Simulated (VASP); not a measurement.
Here is a VASP 6.6.1 calculation.

The input INCAR:

```
PREC     = Accurate       # precision mode
ENCUT    = 520            # plane-wave cutoff, eV
EDIFF    = 1E-6           # SCF threshold, eV
ISMEAR   = 0              # smearing method
SIGMA    = 0.01           # smearing width, eV
LREAL    = F              # projectors in reciprocal space
LASPH    = T              # aspherical terms in the spheres
NELM     = 80             # most SCF steps
ALGO     = Normal         # electronic algorithm
ISIF     = 2              # what is computed and relaxed
LWAVE    = F              # write WAVECAR
LCHARG   = T              # write CHGCAR
GGA      = PE             # functional
LELF     = T              # ELF
LVHAR    = T            
NBANDS   = 34             # bands
```

The input KPOINTS:

```
Automatic mesh
0
Gamma
  8 8 8
```

File POSCAR:

```
FeSi
1.0
    4.5507000000      0.0000000000      0.0000000000
    0.0000000000      4.5507000000      0.0000000000
    0.0000000000      0.0000000000      4.5507000000
Fe Si
4 4
Direct
    0.1320310283      0.1320310283      0.1320310283
    0.3679689717      0.8679689717      0.6320310283
    0.6320310283      0.3679689717      0.8679689717
    0.8679689717      0.6320310283      0.3679689717
    0.8390309810      0.8390309810      0.8390309810
    0.6609690190      0.1609690190      0.3390309810
    0.3390309810      0.6609690190      0.1609690190
    0.1609690190      0.3390309810      0.6609690190
```

Potentials or basis: VASP PAW PBE potentials, release 64 (Fe, Si).

Launch:

```bash
$ cat potpaw_PBE.64/Fe/POTCAR potpaw_PBE.64/Si/POTCAR > POTCAR
$ mpirun -np 1 vasp_std > vasp.out
```

(1) Estimate the band gap on the k mesh.

(2) Predict the pressure.

(3) Estimate the largest force.

## Answers

(1) 0.17 eV, indirect (least direct gap 0.18 eV).

(2) -12.4 GPa.

(3) 0.044 eV/Å.
